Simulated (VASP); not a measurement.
A run of VASP 6.6.1:

POSCAR

```
K
1.0
    3.8362911461      0.0000000000      0.0000000000
    0.0000000000      4.3104394900      0.0000000000
    0.0000000000      0.0000000000      4.3104394900
K
1
Direct
    0.0000000000      0.0000000000      0.0000000000
```

File INCAR.step1:

```
ALGO = Normal ; EDIFF = 1E-4
ENCUT = 520 ; GGA = PE
ISMEAR = 0 ; LASPH = T
LCHARG = F ; LREAL = F
LWAVE = T ; NBANDS = 10
NELM = 100 ; PREC = Accurate
SIGMA = 0.15
```

INCAR.step2

```
ALGO = Normal ; EDIFF = 1E-7
ENCUT = 520 ; ISIF = 2
ISMEAR = 0 ; ISTART = 1
LASPH = T ; LCHARG = F
LMIXTAU = T ; LREAL = F
LWAVE = F ; METAGGA = R2SCAN
NBANDS = 10 ; NELM = 100
PREC = Accurate ; SIGMA = 0.15
```

KPOINTS

```
k-points
0
Gamma
  10 10 10
```

Potentials or basis: VASP PAW PBE potentials, release 64 (K_sv).

Launch:

```console
$ cat potpaw_PBE.64/K_sv/POTCAR > POTCAR
$ cp INCAR.step1 INCAR
$ mpirun -np 1 vasp_std > vasp.out
$ cp INCAR.step2 INCAR
$ mpirun -np 1 vasp_std > vasp.out
```

Hardware: 1 thread of Intel(R) Xeon(R) 6975P-C (Granite Rapids), with other jobs on the host.

Task: Estimate the wall time of this run.

Result: Wall time 2.1 min on 1 thread of Intel(R) Xeon(R) 6975P-C (Granite Rapids) (shared host), peak memory 0.24 GiB. Counts: k points 126.
